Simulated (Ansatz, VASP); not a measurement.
This is a calculation of GaN for VASP 6.6.1.

Contents of INCAR:

```
PREC = Accurate
ENCUT = 520
EDIFF = 1E-6
ISMEAR = -1
SIGMA = 0.05
LREAL = False
LASPH = True
NELM = 100
ALGO = Normal
ISIF = 2
LWAVE = False
LCHARG = False
GGA = PE
IVDW = 12
NBANDS = 16
```

Contents of KPOINTS:

```
regular mesh
0
Gamma
  10 10 10
```

POSCAR

```
GaN
1.0
    0.0000000000      2.2230441631      2.2230441631
    2.2230441631      0.0000000000      2.2230441631
    2.2230441631      2.2230441631      0.0000000000
Ga N
1 1
Direct
    0.0000000000      0.0000000000      0.0000000000
    0.2500000000      0.2500000000      0.2500000000
```

Potentials or basis: VASP PAW PBE potentials, release 64 (Ga_d, N).

Launch:

```sh
$ cat potpaw_PBE.64/Ga_d/POTCAR potpaw_PBE.64/N/POTCAR > POTCAR
$ mpirun -np 1 vasp_std > vasp.out
```

Task: Set up the same calculation for Ansatz 0.2.0. Potentials there: Ansatz PAW.

Result: As run (the cutoff follows the program's own potentials):

input.yaml

```yaml
crystal:
  lattice:
    - [0.0, 2.2230441631, 2.2230441631]
    - [2.2230441631, 0.0, 2.2230441631]
    - [2.2230441631, 2.2230441631, 0.0]
  atoms:
    - { symbol: Ga, position: [0.0, 0.0, 0.0] }
    - { symbol: "N", position: [0.25, 0.25, 0.25] }
hamiltonian:
  xc: pbe
  pseudopotentials: { kind: paw }
  dispersion: d3bj
kpoints:
  mp_grid: { grid: [10, 10, 10] }
scf:
  occupations: { method: fermi_dirac, width: 0.05 }
output:
  forces: true
  stress: true
  eigenvalues: true
```

Potentials or basis: Ansatz PAW.

Command:

```bash
$ ansatz run input.yaml --threads 2 --pin off --max-ram 5120MiB --backend cpu --events-out ev --progress --plain --runs-dir out
```

Both were run:

|  | VASP | Ansatz | Ansatz less VASP |
| --- | --- | --- | --- |
| gap on the k mesh at the Fermi level (eV) | 1.99 | 1.98 | -0.011 |
| least direct gap on the mesh (eV) | 1.99 | 1.98 | -0.011 |
| pressure (GPa) | 9.7 | 9.7 | -0.01 |
